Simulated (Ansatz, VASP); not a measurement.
# Ta in VASP and in Ansatz

File POSCAR:

```
Ta
1.0
    2.9003720726      0.0000000000      0.0000000000
   -1.4501860363      2.5117958953      0.0000000000
    0.0000000000      0.0000000000      5.1662740000
Ta
2
Direct
    0.3333333333      0.6666666667      0.2500000000
    0.6666666667      0.3333333333      0.7500000000
```

The input INCAR.step1:

```
PREC = Accurate
ENCUT = 520
EDIFF = 1E-5
ISMEAR = -1
SIGMA = 0.05
LREAL = F
LASPH = T
NELM = 100
ALGO = Normal
ISIF = 2
LWAVE = T
GGA = PE
NBANDS = 18
```

File INCAR.step2:

```
PREC = Accurate
ENCUT = 520
EDIFF = 1E-6
ISMEAR = -1
SIGMA = 0.05
LREAL = F
LASPH = T
NELM = 100
ALGO = Normal
ISIF = 2
LWAVE = F
LCHARG = T
GGA = PS
LHFCALC = T
AEXX = 0.25
PRECFOCK = Normal
LELF = T
LVHAR = T
ISTART = 1
NBANDS = 18
```

File KPOINTS:

```
Automatic mesh
0
Gamma
  6 6 3
```

Contents of input:

```
crystal:
  lattice:
    - [2.9003720726, 0.0, 0.0]
    - [-1.4501860363, 2.5117958953, 0.0]
    - [0.0, 0.0, 5.166274]
  atoms:
    - { symbol: Ta, position: [0.3333333333, 0.6666666667, 0.25] }
    - { symbol: Ta, position: [0.6666666667, 0.3333333333, 0.75] }
hamiltonian:
  xc: { exchange: pbesol, correlation: pbesol, exx: { coeff: 0.25 } }
  pseudopotentials: { kind: paw }
kpoints:
  mp_grid: { grid: [6, 6, 3] }
scf:
  occupations: { method: fermi_dirac, width: 0.05 }
output:
  forces: true
  stress: true
  eigenvalues: true
  write_density: true
  write_potential: true
  elf: true
  volumetric_format: npy
```

Alike in both runs: task single point; functional PBEsol-based global hybrid; k mesh 6 × 6 × 3; occupations fermi-dirac, width 0.05 eV; no spin polarisation.

```csv
,VASP,Ansatz
version,VASP 6.6.1,Ansatz 0.2.0
potentials or method,"VASP PAW PBE potentials, release 64 (Ta_pv)",Ansatz PAW
plane-wave cutoff (eV),520,420
valence electrons in the cell,22,26
```

|  | VASP | Ansatz | Ansatz less VASP |
| --- | --- | --- | --- |
| gap on the k mesh at the Fermi level (eV) | none | none | - |
| pressure (GPa) | -9.6 | -8.4 | +1.23 |
| traceless stress, the component that is largest in VASP (GPa) | 0.51 | 0.24 | -0.262 |

VASP's potentials were made for PBE, not for PBEsol-based global hybrid. A gap of «none» marks a metal or a gap that the smearing closes. VASP's potentials hold 22 valence electrons a cell and Ansatz's 26, so a difference there can come from the potentials and not from the codes.

The k mesh is coarse, so the values compare programs but aren't converged. Spin-orbit coupling is off throughout.
